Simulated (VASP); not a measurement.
## AlNi: electric field gradients with PBEsol

The system is AlNi.

```
Al Ni
1.0
     2.88100    0.00000    0.00000
     0.00000    2.88100    0.00000
     0.00000    0.00000    2.88100
Al Ni
1 1
Direct
  0.00000 0.00000 0.00000
  0.50000 0.50000 0.50000
```

```json
{
 "Program": "VASP 6.6.1",
 "Task": "electric field gradients",
 "Functional": "PBEsol",
 "Potentials or basis": "VASP PAW PBE potentials, release 64 (Al, Ni)",
 "Cutoff": "520 eV",
 "k mesh": "13 × 13 × 13",
 "Occupations": "fermi-dirac, width 0.05 eV",
 "Spin": "collinear spin, ferromagnetic start",
 "Starting moments": "[0.0, 1.5] μB",
 "Dipole correction": "no",
 "Further INCAR settings": "ALGO = Normal; EDIFF = 1e-08; NBANDS = 18"
}
```

The pressure is -3.2 GPa and the net moment is 0.00 μB per cell. The valence electrons inside the program's atomic spheres are Al 0.80; Ni 9.48.

Levels at points of the mesh, in eV from the Fermi level:
Spin up:
```
           k point  band 3  band 4  band 5  band 6  band 7  band 8  band 9  band 10
(0.00, 0.00, 0.00)   -3.22   -1.52   -1.52   -1.52    5.51    5.51    5.51     8.16
```
Spin down:
| k point | band 2 | band 3 | band 4 | band 5 | band 6 | band 7 | band 8 | band 9 | band 10 | band 11 |
| --- | --- | --- | --- | --- | --- | --- | --- | --- | --- | --- |
| (0.00, 0.00, 0.00) | -3.22 | -3.22 | -1.52 | -1.52 | -1.52 | 5.51 | 5.51 | 5.51 | 8.16 | 8.16 |

Wall time 32 s on 1 thread of AMD EPYC 9R45 (Zen 5), with other jobs on the host, peak memory 0.16 GiB.

Caveat: the starting moments collapsed, and a magnetic state may lie lower; without QUAD_EFG the Cq values of the log hold for a quadrupole moment of 1 mb, not for the nuclei; the PAW data sets were made with another functional, which shifts forces and pressure a little.
